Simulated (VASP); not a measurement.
# Gd: single point with PBE

Crystal: Gd.

```xyz
1
Lattice="-2.0250 2.0250 2.0250 2.0250 -2.0250 2.0250 2.0250 2.0250 -2.0250" Properties=species:S:1:pos:R:3 pbc="T T T"
Gd    0.0000    0.0000    0.0000
```

```json
{"Program": "VASP 6.6.1", "Task": "single point", "Functional": "PBE", "Potentials or basis": "VASP PAW PBE potentials, release 64 (Gd)", "Cutoff": "520 eV", "k mesh": "12 × 12 × 12", "Occupations": "fermi-dirac, width 0.03 eV", "Spin": "collinear spin, ferromagnetic start", "Starting moments": "[7.4] μB", "Dipole correction": "no", "Further INCAR settings": "ALGO = Normal; EDIFF = 1e-06; NBANDS = 19"}
```

```json
{"Pressure": "0.0 GPa", "Net moment": "7.67 μB per cell", "Site moments": "Gd +7.02 μB", "Valence electrons inside the program's atomic spheres": "Gd 15.20"}
```

Levels at points of the mesh, in eV from the Fermi level:
Spin up:
```tsv
k point	band 10	band 11	band 12	band 13	band 14	band 15	band 16	band 17
(0.00, 0.00, 0.00)	-4.85	-4.85	-4.82	1.30	1.30	1.30	3.52	3.52
(0.50, 0.00, 0.00)	-4.85	-4.84	-2.42	-0.30	1.08	3.41	4.19	6.12
(0.50, 0.50, 0.50)	-4.83	-4.83	-1.90	-1.90	5.46	5.46	5.46	5.87
```
Spin down:
```
           k point  band 1  band 2  band 3  band 4  band 5  band 6  band 7  band 8  band 9  band 10
(0.00, 0.00, 0.00)  -42.07  -19.93  -19.93  -19.93   -4.16    0.34    0.34    0.34    0.64     0.64
(0.50, 0.00, 0.00)  -41.99  -20.76  -20.19  -19.94   -1.49    0.35    0.40    0.47    0.58     0.59
(0.50, 0.50, 0.50)  -41.93  -20.50  -20.50  -20.50   -1.10   -1.10    0.39    0.46    0.46     0.46
```

Run time: 2.9 min on 1 thread of Intel(R) Xeon(R) Platinum 8488C (Sapphire Rapids) (shared host), peak memory 0.24 GiB.

Caveat: spin-orbit coupling is left out, which moves the levels of the heavy elements. The state reached can hang on the start; a lower one may exist.
